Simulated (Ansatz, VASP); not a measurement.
AlN: VASP beside Ansatz

```
Al N
1.0
     3.11100    0.00000    0.00000
    -1.55550    2.69421    0.00000
     0.00000    0.00000    4.97800
Al N
2 2
Cartesian
  0.0000 1.7961 0.0000
  1.5555 0.8981 2.4890
  0.0000 1.7961 1.9165
  1.5555 0.8981 4.4055
```

Alike in both runs: task single point; functional PBE; dispersion D3(BJ); k mesh 6 × 6 × 4; occupations gaussian, width 0.1 eV; no spin polarisation.

|  | VASP | Ansatz |
| --- | --- | --- |
| version | VASP 6.6.1 | Ansatz 0.2.0 |
| potentials or method | VASP PAW PBE potentials, release 64 (Al, N), cutoff 600 eV | scalar-relativistic, plane waves, PAW |
| valence electrons in the cell | 16 | 16 |

```csv
,VASP,Ansatz,Ansatz less VASP
gap on the k mesh at the Fermi level (eV),4.16,4.15,-0.011
least direct gap on the mesh (eV),4.16,4.15,-0.011
pressure (GPa),-0.6,-0.2,+0.37
"traceless stress, the component that is largest in VASP (GPa)",-1.19,-1.22,-0.031
rms of the force components (eV/Å),0.105,0.104,-0.0007
```

Atom by atom the forces differ by 0.001 eV/Å (rms over components).
